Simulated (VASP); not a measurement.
A run of VASP 6.6.1 is set up as follows.

POSCAR

```
BeHBr
1.0
    3.4900620000      0.0000000000      0.0000000000
    0.0000000000      3.4900620000      0.0000000000
    0.0000000000      0.0000000000      7.1565260000
Be H Br
2 2 2
Direct
    0.0000000000      0.5000000000      0.1400000000
    0.5000000000      0.0000000000      0.8600000000
    0.0000000000      0.0000000000      0.0000000000
    0.5000000000      0.5000000000      0.0000000000
    0.0000000000      0.5000000000      0.6700000000
    0.5000000000      0.0000000000      0.3300000000
```

INCAR.step1

```
SYSTEM = BeHBr
PREC = Accurate
ENCUT = 520
ISMEAR = -1
SIGMA = 0.1
LREAL = .False.
LASPH = .True.
NELM = 60
NBANDS = 19
GGA = PE
ALGO = Normal
EDIFF = 1E-4
LWAVE = .True.
LCHARG = .False.
```

INCAR.step2

```
SYSTEM = BeHBr
PREC = Accurate
ENCUT = 520
EDIFF = 1E-6
ISMEAR = -1
SIGMA = 0.1
LREAL = .False.
LASPH = .True.
NELM = 60
ALGO = Normal
ISIF = 2
LWAVE = .False.
LCHARG = .False.
METAGGA = R2SCAN
LMIXTAU = .True.
NBANDS = 19
ISTART = 1
```

KPOINTS

```
regular mesh
0
Gamma
  10 10 5
  0 0 0
```

Potentials or basis: VASP PAW PBE potentials, release 64 (Be, H, Br).

Command:

```bash
$ cat potpaw_PBE.64/Be/POTCAR potpaw_PBE.64/H/POTCAR potpaw_PBE.64/Br/POTCAR > POTCAR
$ cp INCAR.step1 INCAR
$ mpirun -np 1 vasp_std > vasp.out
$ cp INCAR.step2 INCAR
$ mpirun -np 1 vasp_std > vasp.out
```

Task: What does it give for the largest force?

Result: 0.717 eV/Å.

Task: Estimate the pressure.

Result: -8.8 GPa.

Task: Predict the band gap on the k mesh.

Result: Zero (band 10 reaches 2.41 eV, above the bottom of band 11 at 2.40 eV).

Stress tensor (GPa, compression positive):
```
-13.76   0.00   0.00
  0.00 -13.76   0.00
  0.00   0.00   1.17
```

Caveat: the PAW data sets were made with another functional, which shifts forces and pressure a little.
